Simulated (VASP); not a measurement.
# CdS5 (F-43m) in VASP: notebook

Runs on CdS5. Level: PBE. Tasks: single point, relaxation of cell and atoms.

All numbers are computed with VASP 6.6.1; they aren't measurements. Logs are shortened: lines on timing, memory, paths and dates and some standing lists are left out, and cuts for length are marked.

## (1) The cell of the first run

The structure is cubic, space group F-43m (No. 216). The conventional cell has a = 7.750 Å, b = 7.750 Å, c = 7.750 Å, α = 90.00°, β = 90.00°, γ = 90.00°. Within 4.3 Å of Cd (site symmetry -43m) lie 16 S at 3.26 to 3.36 Å. S (site symmetry -43m) has 12 S at 3.18 Å and 4 Cd at 3.36 Å within 4.2 Å. Within 3.1 Å of S (site symmetry 3m) lie 3 S at 2.37 Å.

## (2) Single point, PBE

INCAR reads:

```
PREC = Accurate
ENCUT = 520
EDIFF = 1E-7
ISMEAR = 0
SIGMA = 0.1
LREAL = F
LASPH = T
NELM = 60
ALGO = Normal
ISIF = 2
LWAVE = F
LCHARG = F
GGA = PE
NBANDS = 30
```

KPOINTS reads:

```
Automatic mesh
0
Gamma
  4 4 4
```

POSCAR reads:

```
CdS5
1.0
    0.0000000000      3.8749375087      3.8749375087
    3.8749375087      0.0000000000      3.8749375087
    3.8749375087      3.8749375087      0.0000000000
Cd S
1 5
Direct
    0.0000000000      0.0000000000      0.0000000000
    0.2500000000      0.2500000000      0.2500000000
    0.1749624729      0.6083458424      0.6083458424
    0.6083458424      0.6083458424      0.6083458424
    0.6083458424      0.6083458424      0.1749624729
    0.6083458424      0.1749624729      0.6083458424
```

Potentials or basis: VASP PAW PBE potentials, release 64 (Cd, S).

The run is started by

```sh
> cat potpaw_PBE.64/Cd/POTCAR potpaw_PBE.64/S/POTCAR > POTCAR
> mpirun -np 1 vasp_std > vasp.out
```

OUTCAR:

```text
PREC = Accurate
   ENCUT = 520
   EDIFF = 1E-7
   ISMEAR = 0
   LREAL = F
   LASPH = T
   NELM = 60
   ISIF = 2
   GGA = PE

 ion  position               nearest neighbor table
   1  0.000  0.000  0.000-   3 3.26   5 3.26   6 3.26   4 3.26   4 3.26   4 3.26   3 3.26   6 3.26
                             6 3.26   3 3.26   5 3.26   5 3.26
   2  0.250  0.250  0.250-
   3  0.175  0.608  0.608-   4 2.37   5 2.37   6 2.37   1 3.26   1 3.26   1 3.26
   4  0.608  0.608  0.608-   3 2.37   5 2.37   6 2.37   1 3.26   1 3.26   1 3.26
   5  0.608  0.608  0.175-   3 2.37   4 2.37   6 2.37   1 3.26   1 3.26   1 3.26
   6  0.608  0.175  0.608-   3 2.37   4 2.37   5 2.37   1 3.26   1 3.26   1 3.26

  LATTYP: Found a face centered cubic cell.
 ALAT       =     7.7498750174

  Lattice vectors:

 A1 = (   0.0000000000,   3.8749375087,   3.8749375087)
 A2 = (   3.8749375087,   0.0000000000,   3.8749375087)
 A3 = (   3.8749375087,   3.8749375087,   0.0000000000)

Analysis of symmetry for initial positions (statically):
=====================================================================
 Subroutine PRICEL returns:
 Original cell was already a primitive cell.

 Routine SETGRP: Setting up the symmetry group for a
 face centered cubic supercell.

 Subroutine GETGRP returns: Found 24 space group operations
 (whereof 24 operations were pure point group operations)
 out of a pool of 48 trial point group operations.

The static configuration has the point symmetry T_d .

Analysis of symmetry for dynamics (positions and initial velocities):
=====================================================================
 Subroutine PRICEL returns:
 Original cell was already a primitive cell.

 Routine SETGRP: Setting up the symmetry group for a
 face centered cubic supercell.

 Subroutine GETGRP returns: Found 24 space group operations
 (whereof 24 operations were pure point group operations)
 out of a pool of 48 trial point group operations.

The dynamic configuration has the point symmetry T_d .

 Subroutine INISYM returns: Found 24 space group operations
 (whereof 24 operations are pure point group operations),
 and found     1 'primitive' translations

----------------------------------------------------------------------------------------

                                     Primitive cell

  volume of cell :     116.3655

  direct lattice vectors                    reciprocal lattice vectors
     0.000000000  3.874937509  3.874937509    -0.129034339  0.129034339  0.129034339
     3.874937509  0.000000000  3.874937509     0.129034339 -0.129034339  0.129034339
     3.874937509  3.874937509  0.000000000     0.129034339  0.129034339 -0.129034339

  length of vectors
     5.479989178  5.479989178  5.479989178     0.223494031  0.223494031  0.223494031

  position of ions in fractional coordinates (direct lattice)
     0.000000000  0.000000000  0.000000000
     0.250000000  0.250000000  0.250000000
     0.174962473  0.608345842  0.608345842
     0.608345842  0.608345842  0.608345842
     0.608345842  0.608345842  0.174962473
     0.608345842  0.174962473  0.608345842

  ion indices of the primitive-cell ions
   primitive index   ion index
                 1           1
                 2           2
                 3           3
                 4           4
                 5           5
                 6           6

----------------------------------------------------------------------------------------

 KPOINTS: Automatic mesh

Automatic generation of k-mesh.
 Grid dimensions read from file:
 generate k-points for:    4    4    4

 Generating k-lattice:

  Cartesian coordinates                     Fractional coordinates (reciprocal lattice)
    -0.032258585  0.032258585  0.032258585     0.250000000  0.000000000  0.000000000
     0.032258585 -0.032258585  0.032258585     0.000000000  0.250000000  0.000000000
     0.032258585  0.032258585 -0.032258585     0.000000000  0.000000000  0.250000000

  Length of vectors
     0.055873508  0.055873508  0.055873508

  Shift w.r.t. Gamma in fractional coordinates (k-lattice)
     0.000000000  0.000000000  0.000000000

 Subroutine IBZKPT returns following result:
 ===========================================

 Found      8 irreducible k-points:

 Following reciprocal coordinates:
            Coordinates               Weight
  0.000000  0.000000  0.000000      1.000000
  0.250000  0.000000  0.000000      8.000000
  0.500000  0.000000  0.000000      4.000000
  0.250000  0.250000  0.000000      6.000000
  0.500000  0.250000  0.000000     24.000000
 -0.250000  0.250000  0.000000     12.000000
  0.500000  0.500000  0.000000      3.000000
 -0.250000  0.500000  0.250000      6.000000
   k-points           NKPTS =      8   k-points in BZ     NKDIM =      8   number of bands    NBANDS=     30
   number of dos      NEDOS =    301   number of ions     NIONS =      6
   total plane-waves  NPLWV =  74088
   dimension x,y,z NGX =    42 NGY =   42 NGZ =   42
[... 52 lines left out ...]

 number of electron      42.0000000 magnetization

 Free energy of the ion-electron system (eV)
  ---------------------------------------------------
  ext. energy  EPLUGINS =         0.00000000
  ---------------------------------------------------
  free energy    TOTEN  =       -15.53104992 eV

  energy without entropy =      -15.49797557  energy(sigma->0) =      -15.51451274

 E-fermi :   5.0579     XC(G=0): -10.3080

 val. band max:        5.0399630038   @ k =   0.2500   0.2500   0.0000
 cond. band min:       5.0915850369   @ k =   0.5000   0.2500   0.0000
 fundamental gap:      0.0516220332
 Fermi energy:         5.0579454352

 k-point     1 :       0.0000    0.0000    0.0000
  band No.  band energies     occupation
      1     -12.1457      2.00000
      2      -7.0971      2.00000
      3      -7.0971      2.00000
      4      -7.0971      2.00000
      5      -6.2643      2.00000
      6      -3.2283      2.00000
[... 22 lines left out ...]
     29      10.0745      0.00000
     30      11.1856      0.00000

 k-point     2 :       0.2500    0.0000    0.0000
  band No.  band energies     occupation
      1     -12.0055      2.00000
      2      -7.7502      2.00000
      3      -7.1545      2.00000
      4      -7.1545      2.00000
      5      -6.2828      2.00000
      6      -3.2084      2.00000
[... 22 lines left out ...]
     29      10.2074      0.00000
     30      12.1048      0.00000

 k-point     3 :       0.5000    0.0000    0.0000
  band No.  band energies     occupation
      1     -11.8423      2.00000
      2      -8.2837      2.00000
      3      -7.2091      2.00000
      4      -7.2091      2.00000
      5      -6.3364      2.00000
      6      -3.1438      2.00000
[... 22 lines left out ...]
     29      10.6033      0.00000
     30      12.5765      0.00000

 k-point     4 :       0.2500    0.2500    0.0000
  band No.  band energies     occupation
      1     -11.9585      2.00000
      2      -7.8427      2.00000
      3      -7.2095      2.00000
      4      -7.2095      2.00000
      5      -6.3236      2.00000
      6      -3.2358      2.00000
[... 22 lines left out ...]
     29       9.8769      0.00000
     30      12.8049      0.00000

 k-point     5 :       0.5000    0.2500    0.0000
  band No.  band energies     occupation
      1     -11.7932      2.00000
      2      -8.2459      2.00000
      3      -7.5010      2.00000
      4      -7.2614      2.00000
      5      -6.2290      2.00000
      6      -3.1659      2.00000
[... 22 lines left out ...]
     29      10.5480      0.00000
     30      12.6098      0.00000

 k-point     6 :      -0.2500    0.2500    0.0000
  band No.  band energies     occupation
      1     -11.8485      2.00000
      2      -8.0932      2.00000
      3      -7.5314      2.00000
      4      -7.2087      2.00000
      5      -6.1773      2.00000
      6      -3.1810      2.00000
[... 22 lines left out ...]
     29      10.8582      0.00000
     30      12.8490      0.00000

 k-point     7 :       0.5000    0.5000    0.0000
  band No.  band energies     occupation
      1     -11.7390      2.00000
      2      -8.4134      2.00000
      3      -7.3117      2.00000
      4      -7.3117      2.00000
      5      -6.4416      2.00000
      6      -3.1900      2.00000
[... 22 lines left out ...]
     29      10.0690      0.00000
     30      12.9122      0.00000

 k-point     8 :      -0.2500    0.5000    0.2500
  band No.  band energies     occupation
      1     -11.7358      2.00000
      2      -8.2948      2.00000
      3      -7.6469      2.00000
      4      -7.3450      2.00000
      5      -6.1498      2.00000
      6      -3.1527      2.00000
[... 22 lines left out ...]
     29      11.3137      0.00000
     30      12.9221      0.00000

------------------------ aborting loop because EDIFF is reached ----------------------------------------

  FORCE on cell =-STRESS in cart. coord.  units (eV):
  Direction    XX          YY          ZZ          XY          YZ          ZX
  --------------------------------------------------------------------------------------
  -------------------------------------------------------------------------------------
  Total       -0.0726750     -0.0726750     -0.0726750     -0.0000000     -0.0000000      0.0000000
  in kB       -1.0006251     -1.0006251     -1.0006251     -0.0000000     -0.0000000      0.0000000
  external PRESSURE =      -1.0006251 kB  Pullay stress =       0.0000000 kB

 VOLUME and BASIS-vectors are now :
 -----------------------------------------------------------------------------
  energy-cutoff  :      520.00
  volume of cell :      116.37
      direct lattice vectors                 reciprocal lattice vectors
     0.000000000  3.874937509  3.874937509    -0.129034339  0.129034339  0.129034339
     3.874937509  0.000000000  3.874937509     0.129034339 -0.129034339  0.129034339
     3.874937509  3.874937509  0.000000000     0.129034339  0.129034339 -0.129034339

 POSITION                                       TOTAL-FORCE (eV/Angst)
 -----------------------------------------------------------------------------------
      0.00000      0.00000      0.00000        -0.000000      0.000000      0.000000
      1.93747      1.93747      1.93747        -0.000000      0.000000      0.000000
      4.71460      3.03527      3.03527        -0.041743      0.041743      0.041743
      4.71460      4.71460      4.71460        -0.041743     -0.041743     -0.041743
      3.03527      3.03527      4.71460         0.041743      0.041743     -0.041743
      3.03527      4.71460      3.03527         0.041743     -0.041743      0.041743
 -----------------------------------------------------------------------------------
    total drift:                               -0.000001     -0.000001     -0.000001

  FREE ENERGIE OF THE ION-ELECTRON SYSTEM (eV)
  ---------------------------------------------------
  free  energy   TOTEN  =       -15.5310499153 eV

  energy  without entropy=      -15.4979755682  energy(sigma->0) =      -15.51451274
```

It took 17 s on 1 thread of Intel Xeon 6975P-C (Granite Rapids), shared host; peak memory 0.24 GiB.

Results:

- Free energy: -15.5310 eV
- Pressure: -0.1 GPa
- Largest force: 0.072 eV/Å
- Band gap on the k mesh: zero (band 21 reaches 6.08 eV, above the bottom of band 22 at 4.91 eV)

Forces on the atoms (eV/Å):
```
Cd   0.000  0.000  0.000
S    0.000  0.000  0.000
S   -0.042  0.042  0.042
S   -0.042 -0.042 -0.042
S    0.042  0.042 -0.042
S    0.042 -0.042  0.042
```

Levels at points of the mesh, in eV from the Fermi level:
| k point | band 17 | band 18 | band 19 | band 20 | band 21 | band 22 | band 23 | band 24 |
| --- | --- | --- | --- | --- | --- | --- | --- | --- |
| (0.00, 0.00, 0.00) | -1.45 | -1.45 | -1.45 | -0.65 | 1.02 | 1.02 | 1.02 | 1.94 |
| (0.50, 0.00, 0.00) | -2.64 | -1.92 | -1.92 | -1.00 | 0.15 | 0.15 | 0.87 | 1.06 |
| (0.50, 0.50, 0.00) | -2.23 | -2.23 | -1.09 | -1.00 | -0.95 | 0.20 | 0.20 | 0.92 |

## (3) Single point, PBE

This run uses another cell than the first one, of 22.28 Å³/atom, 1.149 times its volume.

INCAR reads:

```
ALGO = Normal ; EDIFF = 1E-6
ENCUT = 520 ; GGA = PE
ISIF = 2 ; ISMEAR = 0
LASPH = True ; LCHARG = False
LREAL = False ; LWAVE = False
NBANDS = 30 ; NELM = 80
PREC = Accurate ; SIGMA = 0.1
```

KPOINTS reads:

```
k-points
0
Gamma
  4 4 4
```

POSCAR reads:

```
CdS5
1.0
    0.0000000000      4.0584098600      4.0584098600
    4.0584098600      0.0000000000      4.0584098600
    4.0584098600      4.0584098600      0.0000000000
Cd S
1 5
Direct
    0.0000000000      0.0000000000      0.0000000000
    0.2500000000      0.2500000000      0.2500000000
    0.1277616000      0.6240794700      0.6240794700
    0.6240794700      0.6240794700      0.6240794700
    0.6240794700      0.6240794700      0.1277616000
    0.6240794700      0.1277616000      0.6240794700
```

Potentials or basis: VASP PAW PBE potentials, release 64 (Cd, S).

The run is started by

```sh
> cat potpaw_PBE.64/Cd/POTCAR potpaw_PBE.64/S/POTCAR > POTCAR
> mpirun -np 1 vasp_std > vasp.out
```

Run time: 21 s. Hardware: 1 thread of Intel Xeon 6975P-C (Granite Rapids), shared host; peak memory 0.3 GiB.

The run converged. Its results:

```
Free energy            : -14.5726 eV
Pressure               : -8.0 GPa
Largest force          : 0.191 eV/Å
Band gap on the k mesh : zero (band 21 reaches 4.12 eV, above the bottom of band 22 at 3.29 eV)
```

Forces in eV/Å, atoms in the order of the input:
```
Cd   0.000  0.000  0.000
S    0.000  0.000  0.000
S   -0.110  0.110  0.110
S   -0.110 -0.110 -0.110
S    0.110  0.110 -0.110
S    0.110 -0.110  0.110
```

Levels at points of the mesh, in eV from the Fermi level:
| k point | band 17 | band 18 | band 19 | band 20 | band 21 | band 22 | band 23 | band 24 |
| --- | --- | --- | --- | --- | --- | --- | --- | --- |
| (0.00, 0.00, 0.00) | -1.05 | -1.05 | -1.05 | -0.94 | 0.84 | 0.84 | 0.84 | 1.72 |
| (0.50, 0.00, 0.00) | -1.91 | -1.70 | -1.70 | -0.96 | 0.09 | 0.09 | 0.65 | 0.86 |
| (0.50, 0.50, 0.00) | -1.69 | -1.69 | -1.46 | -1.44 | -0.39 | 0.04 | 0.04 | 1.03 |

## (4) Relaxation of cell and atoms, PBE

This run uses another cell than the first one, of 22.28 Å³/atom, 1.149 times its volume.

INCAR reads:

```
PREC = Accurate
ENCUT = 600
EDIFF = 1E-6
ISMEAR = 0
SIGMA = 0.1
LREAL = False
LASPH = True
NELM = 60
ALGO = Normal
ISIF = 3
LWAVE = False
LCHARG = False
GGA = PE
IBRION = 2
NSW = 90
EDIFFG = -0.04
```

KPOINTS reads:

```
Automatic mesh
0
Gamma
  4 4 4
```

POSCAR is that of step 3.

The run is started by

```sh
> cat potpaw_PBE.64/Cd/POTCAR potpaw_PBE.64/S/POTCAR > POTCAR
> mpirun -np 1 vasp_std > vasp.out
```

It took 4 min on 1 thread of Intel Xeon 6975P-C (Granite Rapids), shared host; peak memory 0.34 GiB.

Results (log left out):

```
Free energy                            : -15.5344 eV
Relaxed volume                         : 19.42 Å³/atom
Relaxed cell                           : a = 5.483 Å, b = 5.483 Å, c = 5.483 Å, α = 60.00°, β = 60.00°, γ = 60.00°
Space group after relaxing (to 0.05 Å) : F-43m (No. 216)
Energy gained by relaxing              : 160.4 meV/atom
Ionic steps                            : 19
Pressure after relaxing                : 0.0 GPa
Largest force after relaxing           : 0.019 eV/Å
Band gap on the k mesh                 : zero (band 21 reaches 6.07 eV, above the bottom of band 22 at 4.91 eV)
```

Forces in eV/Å, atoms in the order of the input:
```
Cd   0.000  0.000  0.000
S    0.000  0.000  0.000
S   -0.011  0.011  0.011
S   -0.011 -0.011 -0.011
S    0.011  0.011 -0.011
S    0.011 -0.011  0.011
```

Step by step:
```
step  energy change (eV)  largest force (eV/Å)  pressure (GPa)  volume (Å³)
   1              0.0000                0.1912           -7.98       133.69
   2             -0.6901                0.2092           -1.73       113.35
   3             -0.7094                0.1993           -0.06       110.16
   4             -0.7094                0.1973            0.20       109.72
   5             -0.7179                0.2253            0.25       109.72
   6             -0.7499                0.2992            0.47       109.69
   7             -0.8323                0.3476            1.27       109.64
   8             -0.8306                0.7865            5.00       109.53
   9             -0.8780                0.2648            2.03       109.60
  10             -0.8991                0.0723            3.21       109.57
  11             -0.8998                0.0403            2.89       109.57
  12             -0.9032                0.0101            2.90       109.74
  13             -0.9105                0.0914            2.93       110.23
  14             -0.9115                0.3431            3.09       111.23
  15             -0.9135                0.2197            3.00       110.77
  16             -0.9213                0.1995            2.72       111.23
  17             -0.9405                0.1405            1.94       112.62
  18             -0.9608                0.0252            0.51       115.45
  19             -0.9625                0.0185            0.00       116.53
```

Final structure:
```
CELL_PARAMETERS angstrom
0.00000 3.87679 3.87679
3.87679 0.00000 3.87679
3.87679 3.87679 0.00000
ATOMIC_POSITIONS crystal
Cd 0.00000 0.00000 0.00000
S 0.25000 0.25000 0.25000
S 0.17607 0.60798 0.60798
S 0.60798 0.60798 0.60798
S 0.60798 0.60798 0.17607
S 0.60798 0.17607 0.60798
```

Levels at points of the mesh, in eV from the Fermi level:
```csv
k point,band 16,band 17,band 18,band 19,band 20,band 21,band 22,band 23,band 24,band 25
"(0.00, 0.00, 0.00)",-4.05,-1.45,-1.45,-1.45,-0.65,1.01,1.01,1.01,1.93,1.93
"(0.50, 0.00, 0.00)",-3.81,-2.66,-1.92,-1.92,-0.99,0.14,0.14,0.87,1.06,2.21
"(0.50, 0.50, 0.00)",-3.22,-2.24,-2.24,-1.08,-0.98,-0.97,0.20,0.20,0.90,1.83
```

## (5) Overview

| task | cell | cutoff (eV) | gap on the mesh (eV) | pressure (GPa) | largest force (eV/Å) |
| --- | --- | --- | --- | --- | --- |
| single point | a = 5.480 Å, angles 60.0°, 6 atoms | 520 | none | -0.1 | 0.07 |
| single point | a = 5.739 Å, angles 60.0°, 6 atoms | 520 | none | -8.0 | 0.19 |
| relaxation of cell and atoms | relaxed from a = 5.739 Å, angles 60.0°, 6 atoms | 600 | none | 0.0 | 0.02 |

Alike in all rows: level PBE; potentials or basis VASP PAW PBE potentials, release 64 (Cd, S); no spin polarisation; k mesh 4 × 4 × 4; smearing gaussian 0.1 eV.

Absolute energies hang on the potentials; compare differences alone.
